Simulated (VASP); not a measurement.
**BeTe: single point with r2SCAN**

The system is BeTe.

```xyz
2
Lattice="0.0000 2.8284 2.8284 2.8284 0.0000 2.8284 2.8284 2.8284 0.0000" Properties=species:S:1:pos:R:3 pbc="T T T"
Be    0.0000    0.0000    0.0000
Te    1.4142    1.4142    1.4142
```

```
Program                : VASP 6.6.1
Task                   : single point
Functional             : r2SCAN
Potentials or basis    : VASP PAW PBE potentials, release 64 (Be, Te)
Cutoff                 : 520 eV
k mesh                 : 10 × 10 × 10
Occupations            : methfessel-paxton, width 0.05 eV
Spin                   : no spin polarisation
Dipole correction      : no
Further INCAR settings : ALGO = Normal; EDIFF = 1e-07; NBANDS = 11
```

The pressure is 0.2 GPa and the band gap on the k mesh is 2.37 eV, indirect (least direct gap 4.03 eV).

Levels at points of the mesh, in eV from the valence-band top:
```csv
k point,band 2,band 3,band 4,band 5,band 6,band 7
"(0.00, 0.00, 0.00)",0.00,0.00,0.00,4.03,4.03,4.03
"(0.50, 0.00, 0.00)",-5.68,-1.15,-1.15,3.51,5.02,5.02
"(0.50, 0.50, 0.00)",-5.27,-2.70,-2.70,2.37,3.01,10.48
```

Run time: 89 s on 1 thread of Intel(R) Xeon(R) Platinum 8259CL CPU @ 2.50GHz (Skylake/Cascade Lake), on a shared host, peak memory 0.18 GiB.

Caveat: the PAW data sets were made with another functional, which shifts forces and pressure a little; spin-orbit coupling is left out, which moves the levels of the heavy elements. A k mesh can miss the band edges.
